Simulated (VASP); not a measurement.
# Zr (P6_3/mmc) in VASP: further runs

Runs on Zr. Level: PBE. Tasks: single point.

Everything below comes from runs of VASP 6.6.1. Logs are shortened: lines on timing, memory, paths and dates and some standing lists are left out, and cuts for length are marked.

## 1. The cell of the first run

The structure is hexagonal, space group P6_3/mmc (No. 194). The conventional cell has a = 3.232 Å, b = 3.232 Å, c = 5.147 Å, α = 90.00°, β = 90.00°, γ = 120.00°. Zr (site symmetry -6m2) has 12 Zr at 3.18 to 3.23 Å within 4.2 Å.

## 2. Single point, PBE

File INCAR:

```
SYSTEM = Zr
  ALGO = Normal
  EDIFF = 1E-6
  ENCUT = 520
  GGA = PE
  ISIF = 2
  ISMEAR = -1
  LASPH = .True.
  LCHARG = .False.
  LREAL = .False.
  LWAVE = .False.
  NBANDS = 19
  NELM = 80
  PREC = Accurate
  SIGMA = 0.05
```

File KPOINTS:

```
k-points
0
Gamma
  9 9 5
  0 0 0
```

File POSCAR:

```
Zr
1.0
    3.2320000000      0.0000000000      0.0000000000
   -1.6160000000      2.7989941050      0.0000000000
    0.0000000000      0.0000000000      5.1470000000
Zr
2
Direct
    0.6666666667      0.3333333333      0.7500000000
    0.3333333333      0.6666666667      0.2500000000
```

Potentials or basis: VASP PAW PBE potentials, release 64 (Zr_sv).

Launch:

```
cat potpaw_PBE.64/Zr_sv/POTCAR > POTCAR
mpirun -np 1 vasp_std > vasp.out
```

OUTCAR:

```text
SYSTEM = Zr
   EDIFF = 1E-6
   ENCUT = 520
   GGA = PE
   ISIF = 2
   ISMEAR = -1
   LASPH = .True.
   LREAL = .False.
   NELM = 80
   PREC = Accurate

 ion  position               nearest neighbor table
   1  0.667  0.333  0.750-   2 3.18   2 3.18   2 3.18   2 3.18   2 3.18   2 3.18
   2  0.333  0.667  0.250-   1 3.18   1 3.18   1 3.18   1 3.18   1 3.18   1 3.18

  LATTYP: Found a hexagonal cell.
 ALAT       =     3.2320000000
 C/A-ratio  =     1.5925123762

  Lattice vectors:

 A1 = (   3.2320000000,   0.0000000000,   0.0000000000)
 A2 = (  -1.6160000000,   2.7989941050,   0.0000000000)
 A3 = (   0.0000000000,   0.0000000000,   5.1470000000)

Analysis of symmetry for initial positions (statically):
=====================================================================
 Subroutine PRICEL returns:
 Original cell was already a primitive cell.

 Routine SETGRP: Setting up the symmetry group for a
 hexagonal supercell.

 Subroutine GETGRP returns: Found 24 space group operations
 (whereof 12 operations were pure point group operations)
 out of a pool of 24 trial point group operations.

The static configuration has the point symmetry D_3d.
 The point group associated with its full space group is D_6h.

Analysis of symmetry for dynamics (positions and initial velocities):
=====================================================================
 Subroutine PRICEL returns:
 Original cell was already a primitive cell.

 Routine SETGRP: Setting up the symmetry group for a
 hexagonal supercell.

 Subroutine GETGRP returns: Found 24 space group operations
 (whereof 12 operations were pure point group operations)
 out of a pool of 24 trial point group operations.

The dynamic configuration has the point symmetry D_3d.
 The point group associated with its full space group is D_6h.

 Subroutine INISYM returns: Found 24 space group operations
 (whereof 12 operations are pure point group operations),
 and found     1 'primitive' translations

----------------------------------------------------------------------------------------

                                     Primitive cell

  volume of cell :      46.5616

  direct lattice vectors                    reciprocal lattice vectors
     3.232000000  0.000000000  0.000000000     0.309405941  0.178635603  0.000000000
    -1.616000000  2.798994105  0.000000000     0.000000000  0.357271206  0.000000000
     0.000000000  0.000000000  5.147000000     0.000000000  0.000000000  0.194287935

[... 74 lines left out ...]
   PREC   = accura    normal or accurate (medium, high low for compatibility)
   ISTART =      0    job   : 0-new  1-cont  2-samecut
   ICHARG =      2    charge: 1-file 2-atom 10-const
   ISPIN  =      1    spin polarized calculation?
   LNONCOLLINEAR =      F non collinear calculations
   LSORBIT =      F    spin-orbit coupling
   LASPH  =      T    aspherical Exc in radial PAW
   ENCUT  =  520.0 eV  38.22 Ry    6.18 a.u.   6.01  6.01  9.57*2*pi/ulx,y,z
   NELM   =     80;   NELMIN=  2; NELMDL= -5     # of ELM steps
   EDIFF  = 0.1E-05   stopping-criterion for ELM
   LREAL  =      F    real-space projection
   EDIFFG = 0.1E-04   stopping-criterion for IOM
   NSW    =      0    number of steps for IOM
   IBRION =     -1    ionic relax: 0-MD 1-quasi-New 2-CG
   NFREE  =      0    steps in history (QN), initial steepest desc. (CG)
   ISIF   =      2    stress and relaxation
   ISYM   =      2    0-nonsym 1-usesym 2-fastsym
   POTIM  = 0.5000    time-step for ionic-motion
   TEBEG  =    0.0;   TEEND  =   0.0 temperature during run
   PSTRESS=    0.0 pullay stress
   NELECT =      24.0000    total number of electrons
   NUPDOWN=      -1.0000    fix difference up-down
   EMIN   =  10.00;   EMAX   =-10.00  energy-range for DOS
   EFERMI =   0.00;   METHOD = LEGACY
   ISMEAR =    -1;   SIGMA  =   0.05  broadening in eV -4-tet -1-fermi 0-gaus
   EFERMI_NEDOS =   21; number of points for ismear=-14 and -15
   IALGO  =     38    algorithm
   IMIX   =      4    mixing-type and parameters
     AMIX     =   0.40;   BMIX     =  1.00
     AMIX_MAG =   1.60;   BMIX_MAG =  1.00
  volume/ion in A,a.u.               =      23.28       157.11
  Fermi-wavevector in a.u.,A,eV,Ry     =   1.312611  2.480475 23.442130  1.722948
  Thomas-Fermi vector in A             =   2.442991
   LORBIT       =      0    0 simple, 1 ext, 2 COOP (PROOUT), +10 PAW based schemes
   GGA     = PE    functional components
   LHFCALC =     F    Hartree Fock is set to
   AEXX    =    0.0000 exact exchange contribution
   IVDW    =     0    specifies the selected vdW correction
   LEPSILON=     F    determine dielectric tensor
   LRPA    =     F    only Hartree local field effects (RPA)
 non-spin polarized calculation
  energy-cutoff  :      520.00
  volume of cell :       46.56
 maximum number of plane-waves:      1284
   NGX = 13   NGY = 13   NGZ = 19

 number of electron      24.0000000 magnetization

 Free energy of the ion-electron system (eV)
  ---------------------------------------------------
  ext. energy  EPLUGINS =         0.00000000
  ---------------------------------------------------
  free energy    TOTEN  =       -17.05349961 eV

  energy without entropy =      -17.03726063  energy(sigma->0) =      -17.04538012

 E-fermi :   9.0078     XC(G=0): -11.0823

 val. band max:        8.9824526465   @ k =   0.3333   0.3333   0.4000
 cond. band min:       9.0164700152   @ k =   0.0000   0.0000   0.4000
 fundamental gap:      0.0340173686
 Fermi energy:         9.0077692653

 k-point     1 :       0.0000    0.0000    0.0000
  band No.  band energies     occupation
      1     -39.8463      2.00000
      2     -39.6918      2.00000
      3     -18.3696      2.00000
      4     -17.4996      2.00000
      5     -17.4996      2.00000
      6     -17.3631      2.00000
[... 505 lines left out ...]
      6     -17.7706      2.00000
[... 11 lines left out ...]
     18      13.3898      0.00000
     19      15.7079      0.00000

 [... further k-points ...]
[... 5 lines left out ...]
  --------------------------------------------------------------------------------------
  -------------------------------------------------------------------------------------
  Total        0.0642705      0.0642705      0.3192120      0.0000000     -0.0000000      0.0000000
  in kB        2.2115405      2.2115405     10.9840436      0.0000000     -0.0000000      0.0000000
  external PRESSURE =       5.1357082 kB  Pullay stress =       0.0000000 kB

 VOLUME and BASIS-vectors are now :
 -----------------------------------------------------------------------------
  energy-cutoff  :      520.00
  volume of cell :       46.56
      direct lattice vectors                 reciprocal lattice vectors
     3.232000000  0.000000000  0.000000000     0.309405941  0.178635603  0.000000000
    -1.616000000  2.798994105  0.000000000     0.000000000  0.357271206  0.000000000
     0.000000000  0.000000000  5.147000000     0.000000000  0.000000000  0.194287935

 POSITION                                       TOTAL-FORCE (eV/Angst)
 -----------------------------------------------------------------------------------
      1.61600      0.93300      3.86025        -0.000000      0.000000      0.000000
     -0.00000      1.86600      1.28675         0.000000     -0.000000      0.000000
 -----------------------------------------------------------------------------------
    total drift:                               -0.000000      0.000000     -0.000000

  FREE ENERGIE OF THE ION-ELECTRON SYSTEM (eV)
  ---------------------------------------------------
  free  energy   TOTEN  =       -17.0534996119 eV

  energy  without entropy=      -17.0372606334  energy(sigma->0) =      -17.04538012
```

OSZICAR:

```text
N       E                     dE             d eps       ncg     rms          rms(c)
DAV:   1     0.217961874157E+03    0.21796E+03   -0.13195E+04  1368   0.125E+03
DAV:   2    -0.711239080287E+00   -0.21867E+03   -0.21451E+03  1558   0.367E+02
DAV:   3    -0.172941207715E+02   -0.16583E+02   -0.16386E+02  2478   0.719E+01
DAV:   4    -0.177537542829E+02   -0.45963E+00   -0.45929E+00  1645   0.124E+01
DAV:   5    -0.177651314165E+02   -0.11377E-01   -0.11375E-01  2007   0.141E+00    0.143E+01
DAV:   6    -0.171650786776E+02    0.60005E+00   -0.93259E-01  1478   0.730E+00    0.564E+00
DAV:   7    -0.170472100061E+02    0.11787E+00   -0.59700E-01  1924   0.513E+00    0.112E+00
DAV:   8    -0.170534258819E+02   -0.62159E-02   -0.41333E-02  1762   0.148E+00    0.249E-01
DAV:   9    -0.170535458105E+02   -0.11993E-03   -0.15111E-03  1788   0.341E-01    0.332E-02
DAV:  10    -0.170534993875E+02    0.46423E-04   -0.36092E-05  1762   0.354E-02    0.237E-02
DAV:  11    -0.170534996119E+02   -0.22439E-06   -0.95338E-06  1548   0.336E-02
   1 F= -.17053500E+02 E0= -.17045380E+02  d E =-.162390E-01
```

Run time: 12 s. Hardware: 1 thread of AMD EPYC 9R45 (Zen 5), shared host; peak memory 0.14 GiB.

Results:

```
Free energy            : -17.0535 eV
Pressure               : 0.5 GPa
Band gap on the k mesh : zero (band 12 reaches 9.86 eV, above the bottom of band 13 at 8.74 eV)
```

Stress tensor (GPa, compression positive):
```
0.22 0.00 0.00
0.00 0.22 0.00
0.00 0.00 1.10
```

Levels at points of the mesh, in eV from the Fermi level:
| k point | band 8 | band 9 | band 10 | band 11 | band 12 | band 13 | band 14 | band 15 | band 16 | band 17 |
| --- | --- | --- | --- | --- | --- | --- | --- | --- | --- | --- |
| (0.00, 0.00, 0.00) | -26.37 | -5.67 | -3.05 | 0.85 | 0.85 | 1.00 | 1.16 | 1.54 | 1.54 | 2.12 |

[end of part 1 of 2]
